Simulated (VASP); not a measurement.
# HfRu3 (Pm-3m) in VASP: a series of runs

HfRu3 is run at these levels: revPBE, LDA, RPBE, PBEsol, r2SCAN; tasks: single point.

All numbers are computed with VASP 6.6.1; they aren't measurements. Logs are shortened: lines on timing, memory, paths and dates and some standing lists are left out, and cuts for length are marked.

### Step 1. The cell of the first run

The structure is cubic, space group Pm-3m (No. 221). Conventional cell: a = 3.956 Å, b = 3.956 Å, c = 3.956 Å, α = 90.00°, β = 90.00°, γ = 90.00°. Hf (site symmetry m-3m) has 12 Ru at 2.80 Å within 3.7 Å. Ru (site symmetry 4/mmm) has 4 Hf at 2.80 Å and 8 Ru at 2.80 Å within 3.7 Å.

### Step 2. Single point, revPBE

Input file INCAR:

```
PREC = Accurate
ENCUT = 500
EDIFF = 1E-6
ISMEAR = -1
SIGMA = 0.1
LREAL = F
LASPH = T
NELM = 120
ALGO = Normal
ISIF = 2
LWAVE = F
LCHARG = F
GGA = RE
NBANDS = 34
GGA_COMPAT = F
```

Input file KPOINTS:

```
regular mesh
0
Gamma
  6 6 6
```

Input file POSCAR:

```
HfRu3
1.0
    3.9557730000      0.0000000000      0.0000000000
    0.0000000000      3.9557730000      0.0000000000
    0.0000000000      0.0000000000      3.9557730000
Hf Ru
1 3
Direct
    0.0000000000      0.0000000000      0.0000000000
    0.5000000000      0.5000000000      0.0000000000
    0.0000000000      0.5000000000      0.5000000000
    0.5000000000      0.0000000000      0.5000000000
```

Potentials or basis: VASP PAW PBE potentials, release 64 (Hf_pv, Ru_pv).

Command:

```bash
cat potpaw_PBE.64/Hf_pv/POTCAR potpaw_PBE.64/Ru_pv/POTCAR > POTCAR
mpirun -np 1 vasp_std > vasp.out
```

OUTCAR:

```text
PREC = Accurate
   ENCUT = 500
   EDIFF = 1E-6
   ISMEAR = -1
   LREAL = F
   LASPH = T
   NELM = 120
   ISIF = 2
   GGA = RE

 ion  position               nearest neighbor table
   1  0.000  0.000  0.000-   2 2.80   3 2.80   4 2.80   3 2.80   4 2.80   2 2.80   3 2.80   3 2.80
                             2 2.80   4 2.80   4 2.80   2 2.80
   2  0.500  0.500  0.000-   1 2.80   3 2.80   4 2.80   3 2.80   4 2.80   1 2.80   4 2.80   4 2.80
                             1 2.80   3 2.80   3 2.80   1 2.80
   3  0.000  0.500  0.500-   1 2.80   2 2.80   4 2.80   1 2.80   2 2.80   1 2.80   4 2.80   1 2.80
                             2 2.80   4 2.80   2 2.80   4 2.80
   4  0.500  0.000  0.500-   1 2.80   2 2.80   3 2.80   1 2.80   2 2.80   2 2.80   3 2.80   2 2.80
                             1 2.80   3 2.80   1 2.80   3 2.80

  LATTYP: Found a simple cubic cell.
 ALAT       =     3.9557730000

  Lattice vectors:

 A1 = (   3.9557730000,   0.0000000000,   0.0000000000)
 A2 = (   0.0000000000,   3.9557730000,   0.0000000000)
 A3 = (   0.0000000000,   0.0000000000,   3.9557730000)

Analysis of symmetry for initial positions (statically):
=====================================================================
 Subroutine PRICEL returns:
 Original cell was already a primitive cell.

 Routine SETGRP: Setting up the symmetry group for a
 simple cubic supercell.

 Subroutine GETGRP returns: Found 48 space group operations
 (whereof 48 operations were pure point group operations)
 out of a pool of 48 trial point group operations.

The static configuration has the point symmetry O_h .

Analysis of symmetry for dynamics (positions and initial velocities):
=====================================================================
 Subroutine PRICEL returns:
 Original cell was already a primitive cell.

 Routine SETGRP: Setting up the symmetry group for a
 simple cubic supercell.

 Subroutine GETGRP returns: Found 48 space group operations
 (whereof 48 operations were pure point group operations)
 out of a pool of 48 trial point group operations.

The dynamic configuration has the point symmetry O_h .

 Subroutine INISYM returns: Found 48 space group operations
 (whereof 48 operations are pure point group operations),
 and found     1 'primitive' translations

----------------------------------------------------------------------------------------

                                     Primitive cell

  volume of cell :      61.9005
[... 87 lines left out ...]
   NELM   =    120;   NELMIN=  2; NELMDL= -5     # of ELM steps
   EDIFF  = 0.1E-05   stopping-criterion for ELM
   LREAL  =      F    real-space projection
   EDIFFG = 0.1E-04   stopping-criterion for IOM
   NSW    =      0    number of steps for IOM
   IBRION =     -1    ionic relax: 0-MD 1-quasi-New 2-CG
   NFREE  =      0    steps in history (QN), initial steepest desc. (CG)
   ISIF   =      2    stress and relaxation
   ISYM   =      2    0-nonsym 1-usesym 2-fastsym
   POTIM  = 0.5000    time-step for ionic-motion
   TEBEG  =    0.0;   TEEND  =   0.0 temperature during run
   PSTRESS=    0.0 pullay stress
   NELECT =      52.0000    total number of electrons
   NUPDOWN=      -1.0000    fix difference up-down
   EMIN   =  10.00;   EMAX   =-10.00  energy-range for DOS
   EFERMI =   0.00;   METHOD = LEGACY
   ISMEAR =    -1;   SIGMA  =   0.10  broadening in eV -4-tet -1-fermi 0-gaus
   EFERMI_NEDOS =   21; number of points for ismear=-14 and -15
   IALGO  =     38    algorithm
   IMIX   =      4    mixing-type and parameters
     AMIX     =   0.40;   BMIX     =  1.00
     AMIX_MAG =   1.60;   BMIX_MAG =  1.00
  volume/ion in A,a.u.               =      15.48       104.43
  Fermi-wavevector in a.u.,A,eV,Ry     =   1.544702  2.919063 32.464901  2.386103
  Thomas-Fermi vector in A             =   2.650185
   LORBIT       =      0    0 simple, 1 ext, 2 COOP (PROOUT), +10 PAW based schemes
   GGA     = RE    functional components
   LHFCALC =     F    Hartree Fock is set to
   AEXX    =    0.0000 exact exchange contribution
   IVDW    =     0    specifies the selected vdW correction
   LEPSILON=     F    determine dielectric tensor
   LRPA    =     F    only Hartree local field effects (RPA)
 non-spin polarized calculation
  energy-cutoff  :      500.00
  volume of cell :       61.90
 maximum number of plane-waves:      1596
 NGX is ok and might be reduce to    30
   NGX = 15   NGY = 15   NGZ = 15

 number of electron      51.9999966 magnetization

 Free energy of the ion-electron system (eV)
  ---------------------------------------------------
  ext. energy  EPLUGINS =         0.00000000
  ---------------------------------------------------
  free energy    TOTEN  =       -36.61555649 eV

  energy without entropy =      -36.45342389  energy(sigma->0) =      -36.53449019

 E-fermi :   9.7621     XC(G=0): -13.1909

 val. band max:        9.7457531168   @ k =   0.3333   0.1667   0.0000
 cond. band min:       9.7709503528   @ k =   0.3333   0.1667   0.1667
 fundamental gap:      0.0251972359
 Fermi energy:         9.7621104537

 k-point     1 :       0.0000    0.0000    0.0000
  band No.  band energies     occupation
      1     -32.7704      2.00000
      2     -32.7704      2.00000
      3     -32.7704      2.00000
      4     -32.4254      2.00000
      5     -32.4254      2.00000
      6     -32.4254      2.00000
[... 729 lines left out ...]
     33      14.0264      0.00000
     34      14.0264      0.00000

------------------------ aborting loop because EDIFF is reached ----------------------------------------

  FORCE on cell =-STRESS in cart. coord.  units (eV):
  Direction    XX          YY          ZZ          XY          YZ          ZX
  --------------------------------------------------------------------------------------
  -------------------------------------------------------------------------------------
  Total        0.4972990      0.4972990      0.4972990     -0.0000000      0.0000000     -0.0000000
  in kB       12.8716448     12.8716448     12.8716448     -0.0000000      0.0000000     -0.0000000
  external PRESSURE =      12.8716448 kB  Pullay stress =       0.0000000 kB

 VOLUME and BASIS-vectors are now :
 -----------------------------------------------------------------------------
  energy-cutoff  :      500.00
  volume of cell :       61.90
      direct lattice vectors                 reciprocal lattice vectors
     3.955773000  0.000000000  0.000000000     0.252795092  0.000000000  0.000000000
     0.000000000  3.955773000  0.000000000     0.000000000  0.252795092  0.000000000
     0.000000000  0.000000000  3.955773000     0.000000000  0.000000000  0.252795092

 POSITION                                       TOTAL-FORCE (eV/Angst)
 -----------------------------------------------------------------------------------
      0.00000      0.00000      0.00000         0.000000      0.000000      0.000000
      1.97789      1.97789      0.00000         0.000000      0.000000      0.000000
      0.00000      1.97789      1.97789         0.000000      0.000000      0.000000
      1.97789      0.00000      1.97789         0.000000      0.000000      0.000000
 -----------------------------------------------------------------------------------
    total drift:                                0.000000      0.000000     -0.000000

  FREE ENERGIE OF THE ION-ELECTRON SYSTEM (eV)
  ---------------------------------------------------
  free  energy   TOTEN  =       -36.6155564879 eV

  energy  without entropy=      -36.4534238855  energy(sigma->0) =      -36.53449019
```

stdout:

```text
POSCAR found type information on POSCAR HfRu
 POSCAR found :  2 types and       4 ions
 scaLAPACK will be used
 -----------------------------------------------------------------------------
|                                                                             |
|                                                                             |
|     You enforced a specific xc type in the INCAR file but a different       |
|     I HOPE YOU KNOW WHAT YOU ARE DOING!                                     |
|                                                                             |
 -----------------------------------------------------------------------------

 LDA part: xc-table for (Slater+PW92), standard interpolation
 POSCAR, INCAR and KPOINTS ok, starting setup
 FFT: planning ... GRIDC
 FFT: planning ... GRID_SOFT
 FFT: planning ... GRID
 WAVECAR not read
 entering main loop
```

It took 31 s on 1 thread of Intel Xeon Platinum 8488C (Sapphire Rapids), shared host; peak memory 0.17 GiB.

What came out:

```yaml
Free_energy: -36.6156 eV
Pressure: 1.3 GPa
Band_gap_on_the_k_mesh: zero (bands 26 and 27 overlap by 2.94 eV)
```

Levels at points of the mesh, in eV from the Fermi level:
| k point | band 22 | band 23 | band 24 | band 25 | band 26 | band 27 | band 28 | band 29 | band 30 | band 31 |
| --- | --- | --- | --- | --- | --- | --- | --- | --- | --- | --- |
| (0.00, 0.00, 0.00) | -1.41 | 0.53 | 0.53 | 1.67 | 2.13 | 2.13 | 2.13 | 3.83 | 3.83 | 3.83 |
| (0.50, 0.00, 0.00) | -2.19 | -0.97 | -0.67 | -0.33 | -0.33 | -0.26 | 0.83 | 2.13 | 2.34 | 2.34 |
| (0.50, 0.50, 0.00) | -2.22 | -2.11 | -1.06 | -0.85 | -0.81 | -0.81 | -0.04 | 0.04 | 3.08 | 3.08 |
| (0.50, 0.50, 0.50) | -1.50 | -0.95 | -0.95 | 0.96 | 1.56 | 1.56 | 1.56 | 1.70 | 1.70 | 1.70 |

Caveat: the PAW data sets were made with another functional, which shifts forces and pressure a little; spin-orbit coupling is left out, which moves the levels of the heavy elements.

### Step 3. Single point, LDA

Input file INCAR:

```
SYSTEM = HfRu3
PREC = Accurate
ENCUT = 500
EDIFF = 1E-6
ISMEAR = -1
SIGMA = 0.1
LREAL = .FALSE.
LASPH = .TRUE.
NELM = 120
ALGO = Normal
ISIF = 2
LWAVE = .FALSE.
LCHARG = .TRUE.
LELF = .TRUE.
LVHAR = .TRUE.
NBANDS = 34
GGA_COMPAT = .FALSE.
```

Input file KPOINTS:

```
Automatic mesh
0
G
  6 6 6
  0 0 0
```

POSCAR is that of step 2.

Potentials or basis: VASP PAW LDA potentials, release 64 (Hf_pv, Ru_pv).

Command:

```bash
cat potpaw_LDA.64/Hf_pv/POTCAR potpaw_LDA.64/Ru_pv/POTCAR > POTCAR
mpirun -np 1 vasp_std > vasp.out
```

Wall time 30 s (1 thread of Intel Xeon Platinum 8488C (Sapphire Rapids), shared host); peak memory 0.17 GiB.

Results (log left out):

```
Free energy            : -43.4450 eV
Pressure               : -14.8 GPa
Band gap on the k mesh : zero (bands 26 and 27 overlap by 2.96 eV)
```

Levels at points of the mesh, in eV from the Fermi level:
| k point | band 23 | band 24 | band 25 | band 26 | band 27 | band 28 | band 29 | band 30 |
| --- | --- | --- | --- | --- | --- | --- | --- | --- |
| (0.00, 0.00, 0.00) | 0.53 | 0.53 | 1.67 | 2.14 | 2.14 | 2.14 | 3.85 | 3.85 |
| (0.50, 0.00, 0.00) | -0.97 | -0.69 | -0.31 | -0.31 | -0.27 | 0.84 | 2.15 | 2.29 |
| (0.50, 0.50, 0.00) | -2.12 | -1.07 | -0.87 | -0.81 | -0.81 | -0.01 | 0.03 | 3.04 |
| (0.50, 0.50, 0.50) | -0.94 | -0.94 | 0.96 | 1.63 | 1.63 | 1.63 | 1.71 | 1.71 |

Caveat: the cell stands under tension; spin-orbit coupling is left out, which moves the levels of the heavy elements.

### Step 4. Single point, RPBE

Input file INCAR:

```
ALGO     = Normal         # electronic algorithm
EDIFF    = 1E-6           # SCF threshold, eV
ENCUT    = 500            # plane-wave cutoff, eV
GGA      = RP             # functional
GGA_COMPAT= F            
ISIF     = 2              # what is computed and relaxed
ISMEAR   = -1             # smearing method
LASPH    = T              # aspherical terms in the spheres
LCHARG   = T              # write CHGCAR
LELF     = T              # ELF
LREAL    = F              # projectors in reciprocal space
LVHAR    = T            
LWAVE    = F              # write WAVECAR
NBANDS   = 34             # bands
NELM     = 120            # most SCF steps
PREC     = Accurate       # precision mode
SIGMA    = 0.1            # smearing width, eV
```

Input file KPOINTS:

```
k-points
0
Gamma
  6 6 6
```

POSCAR is that of step 3.

Potentials or basis: VASP PAW PBE potentials, release 64 (Hf_pv, Ru_pv).

Command:

```bash
cat potpaw_PBE.64/Hf_pv/POTCAR potpaw_PBE.64/Ru_pv/POTCAR > POTCAR
mpirun -np 1 vasp_std > vasp.out
```

Wall time 38 s (1 thread of Intel Xeon Platinum 8488C (Sapphire Rapids), shared host); peak memory 0.18 GiB.

It converged, with:

```
Free energy            : -36.1194 eV
Pressure               : 2.4 GPa
Band gap on the k mesh : zero (bands 26 and 27 overlap by 2.94 eV)
```

Levels at points of the mesh, in eV from the Fermi level:
| k point | band 23 | band 24 | band 25 | band 26 | band 27 | band 28 | band 29 | band 30 |
| --- | --- | --- | --- | --- | --- | --- | --- | --- |
| (0.00, 0.00, 0.00) | 0.53 | 0.53 | 1.67 | 2.13 | 2.13 | 2.13 | 3.83 | 3.83 |
| (0.50, 0.00, 0.00) | -0.97 | -0.67 | -0.33 | -0.33 | -0.26 | 0.83 | 2.13 | 2.34 |
| (0.50, 0.50, 0.00) | -2.11 | -1.06 | -0.85 | -0.81 | -0.81 | -0.05 | 0.04 | 3.09 |
| (0.50, 0.50, 0.50) | -0.95 | -0.95 | 0.96 | 1.55 | 1.55 | 1.55 | 1.70 | 1.70 |

Caveat: the PAW data sets were made with another functional, which shifts forces and pressure a little; spin-orbit coupling is left out, which moves the levels of the heavy elements.

### Step 5. Single point, PBEsol

Input file INCAR:

```
SYSTEM = HfRu3
ALGO     = Normal         ! electronic algorithm
EDIFF    = 1E-6           ! SCF threshold, eV
ENCUT    = 500            ! plane-wave cutoff, eV
GGA      = PS             ! functional
GGA_COMPAT= .FALSE.      
ISIF     = 2              ! what is computed and relaxed
ISMEAR   = -1             ! smearing method
LASPH    = .TRUE.         ! aspherical terms in the spheres
LCHARG   = .FALSE.        ! write CHGCAR
LREAL    = .FALSE.        ! projectors in reciprocal space
LWAVE    = .FALSE.        ! write WAVECAR
NBANDS   = 34             ! bands
NELM     = 120            ! most SCF steps
PREC     = Accurate       ! precision mode
SIGMA    = 0.1            ! smearing width, eV
```

Input file KPOINTS:

```
k-points
0
G
  6 6 6
  0 0 0
```

POSCAR is that of step 4.

Command:

```bash
cat potpaw_PBE.64/Hf_pv/POTCAR potpaw_PBE.64/Ru_pv/POTCAR > POTCAR
mpirun -np 1 vasp_std > vasp.out
```

Wall time 33 s (1 thread of Intel Xeon Platinum 8488C (Sapphire Rapids), shared host); peak memory 0.18 GiB.

Results (log left out):

* Free energy: -41.7399 eV
* Pressure: -10.1 GPa
* Band gap on the k mesh: zero (bands 26 and 27 overlap by 2.95 eV)

Levels at points of the mesh, in eV from the Fermi level:
```tsv
k point	band 22	band 23	band 24	band 25	band 26	band 27	band 28	band 29	band 30	band 31
(0.00, 0.00, 0.00)	-1.40	0.54	0.54	1.68	2.15	2.15	2.15	3.79	3.79	3.79
(0.50, 0.00, 0.00)	-2.21	-0.98	-0.69	-0.31	-0.31	-0.26	0.84	2.15	2.33	2.33
(0.50, 0.50, 0.00)	-2.24	-2.11	-1.07	-0.86	-0.81	-0.81	-0.01	0.04	3.08	3.08
(0.50, 0.50, 0.50)	-1.50	-0.93	-0.93	0.91	1.55	1.55	1.55	1.72	1.72	1.72
```

Caveat: the cell stands under tension; the PAW data sets were made with another functional, which shifts forces and pressure a little; spin-orbit coupling is left out, which moves the levels of the heavy elements.

(Continued in part 2 of 2.)
